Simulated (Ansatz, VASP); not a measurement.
**NaI in VASP and in Ansatz**

The input INCAR:

```
SYSTEM = NaI
ALGO = Normal
EDIFF = 1E-7
ENCUT = 520
GGA = PE
ISIF = 2
ISMEAR = 0
LASPH = .True.
LCHARG = .False.
LREAL = .False.
LWAVE = .False.
NBANDS = 14
NELM = 80
PREC = Accurate
SIGMA = 0.1
```

The input KPOINTS:

```
k-points
0
Gamma
  7 7 7
  0 0 0
```

POSCAR

```
NaI
1.0
    0.0000000000      3.2364000000      3.2364000000
    3.2364000000      0.0000000000      3.2364000000
    3.2364000000      3.2364000000      0.0000000000
I Na
1 1
Direct
    0.5000000000      0.5000000000      0.5000000000
    0.0000000000      0.0000000000      0.0000000000
```

File input.yaml:

```yaml
crystal:
  lattice:
    - [0.0, 3.2364, 3.2364]
    - [3.2364, 0.0, 3.2364]
    - [3.2364, 3.2364, 0.0]
  atoms:
    - { symbol: I, position: [0.5, 0.5, 0.5] }
    - { symbol: Na, position: [0.0, 0.0, 0.0] }
kpoints:
  mp_grid: { grid: [7, 7, 7] }
scf:
  occupations: { method: gaussian, width: 0.1 }
hamiltonian:
  xc: pbe
  pseudopotentials: { kind: all_electron, lapw: { basis_error: 0.001 } }
output:
  forces: true
  stress: true
  eigenvalues: true
```

Alike in both runs: task single point; functional PBE; k mesh 7 × 7 × 7; occupations gaussian, width 0.1 eV; no spin polarisation.

```csv
,VASP,Ansatz
version,VASP 6.6.1,Ansatz 0.2.0
potentials or method,"VASP PAW PBE potentials, release 64 (I, Na_pv), cutoff 520 eV","all-electron LAPW, scalar-relativistic"
```

```tsv
	VASP	Ansatz	Ansatz less VASP
gap on the k mesh at the Fermi level (eV)	3.64	3.64	+0.003
least direct gap on the mesh (eV)	3.64	3.64	+0.003
pressure (GPa)	0.4	0.4	0.00
```

Ansatz ran all-electron here, and VASP with PAW potentials.

Spin-orbit coupling is off throughout.
